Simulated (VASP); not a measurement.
Input of a VASP 6.6.1 run:

The input POSCAR:

```
HfO2
1.0
    0.0000000000      2.1738750000      2.5575000000
    2.5575000000      0.0000000000      2.5575000000
    2.5575000000      2.1738750000      0.0000000000
Hf O
1 2
Direct
    0.0000000000      0.0000000000      0.0000000000
    0.2500000000      0.2500000000      0.2500000000
    0.7500000000      0.7500000000      0.7500000000
```

File INCAR.step1:

```
  PREC = Accurate
  ENCUT = 520
  ISMEAR = 0
  SIGMA = 0.05
  LREAL = False
  LASPH = True
  NELM = 60
  NBANDS = 18
  GGA = PE
  ALGO = Normal
  EDIFF = 1E-4
  LWAVE = True
  LCHARG = False
```

The input INCAR.step2:

```
  PREC = Accurate
  ENCUT = 520
  EDIFF = 1E-6
  ISMEAR = 0
  SIGMA = 0.05
  LREAL = False
  LASPH = True
  NELM = 60
  ALGO = Normal
  ISIF = 2
  LWAVE = False
  LCHARG = True
  METAGGA = R2SCAN
  LMIXTAU = True
  LELF = True
  LVHAR = True
  NBANDS = 18
  ISTART = 1
```

Contents of KPOINTS:

```
regular mesh
0
Gamma
  8 8 8
```

Potentials or basis: VASP PAW PBE potentials, release 64 (Hf_pv, O).

Command:

```bash
$ cat potpaw_PBE.64/Hf_pv/POTCAR potpaw_PBE.64/O/POTCAR > POTCAR
$ cp INCAR.step1 INCAR
$ mpirun -np 1 vasp_std > vasp.out
$ cp INCAR.step2 INCAR
$ mpirun -np 1 vasp_std > vasp.out
```

**Question.** Predict the band gap on the k mesh.

**Answer.** 1.81 eV, indirect (least direct gap 2.27 eV).

**Question.** What does it give for the pressure?

**Answer.** 42.5 GPa.

Stress tensor (GPa, compression positive):
```
  9.18   0.00   0.00
  0.00 109.06   0.00
  0.00   0.00   9.18
```

Caveat: the cell differs from its parent crystal (strain -0.1500 x Voigt [0, 1, 0, 0, 0, 0]); the PAW data sets were made with another functional, which shifts forces and pressure a little; spin-orbit coupling is left out, which moves the levels of the heavy elements. A k mesh can miss the band edges.
